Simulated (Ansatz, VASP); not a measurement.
This is a calculation of Mg for VASP 6.6.1.

Contents of INCAR:

```
SYSTEM = Mg
PREC = Accurate
ENCUT = 520
EDIFF = 1E-7
ISMEAR = -1
SIGMA = 0.05
LREAL = .False.
LASPH = .True.
NELM = 100
ALGO = Normal
ISIF = 2
LWAVE = .False.
LCHARG = .True.
GGA = CA
LELF = .True.
LVHAR = .True.
NBANDS = 12
```

KPOINTS

```
Automatic mesh
0
Gamma
  10 10 3
  0 0 0
```

Contents of POSCAR:

```
Mg
1.0
    3.2391326931      0.0000000000      0.0000000000
   -1.6195663465      2.8051711984      0.0000000000
    0.0000000000      0.0000000000     10.5212440182
Mg
4
Direct
    0.6666666667      0.3333333333      0.7500000000
    0.0000000000      0.0000000000      0.5000000000
    0.3333333333      0.6666666667      0.2500000000
    0.0000000000      0.0000000000      0.0000000000
```

Potentials or basis: VASP PAW LDA potentials, release 64 (Mg).

Command:

```sh
$ cat potpaw_LDA.64/Mg/POTCAR > POTCAR
$ mpirun -np 1 vasp_std > vasp.out
```

Problem. Set up the same calculation for Ansatz 0.2.0. Potentials there: all-electron LAPW, scalar-relativistic.

Solution. As run (the cutoff follows the program's own potentials):

input.yaml

```yaml
crystal:
  lattice:
    - [3.2391326931, 0.0, 0.0]
    - [-1.6195663465, 2.8051711984, 0.0]
    - [0.0, 0.0, 10.5212440182]
  atoms:
    - { symbol: Mg, position: [0.6666666667, 0.3333333333, 0.75] }
    - { symbol: Mg, position: [0.0, 0.0, 0.5] }
    - { symbol: Mg, position: [0.3333333333, 0.6666666667, 0.25] }
    - { symbol: Mg, position: [0.0, 0.0, 0.0] }
kpoints:
  mp_grid: { grid: [10, 10, 3] }
scf:
  occupations: { method: fermi_dirac, width: 0.05 }
hamiltonian:
  xc: lda
  pseudopotentials: { kind: all_electron, lapw: { basis_error: 0.002 } }
output:
  forces: true
  stress: true
  eigenvalues: true
```

Potentials or basis: all-electron LAPW, scalar-relativistic.

Launch:

```console
$ ansatz run input.yaml --threads 2 --pin off --max-ram 8192MiB --backend cpu --events-out ev --progress --plain --runs-dir out
```

Both were run:

|  | VASP | Ansatz | Ansatz less VASP |
| --- | --- | --- | --- |
| gap on the k mesh at the Fermi level (eV) | none | none | - |
| pressure (GPa) | -3.3 | -3.0 | +0.33 |
| traceless stress, the component that is largest in VASP (GPa) | 0.71 | 0.71 | +0.003 |

LDA's correlation is that of Perdew and Zunger in VASP and of Perdew and Wang (1992) in Ansatz. A gap of «none» marks a metal or a gap that the smearing closes. Ansatz ran all-electron here, and VASP with PAW potentials.
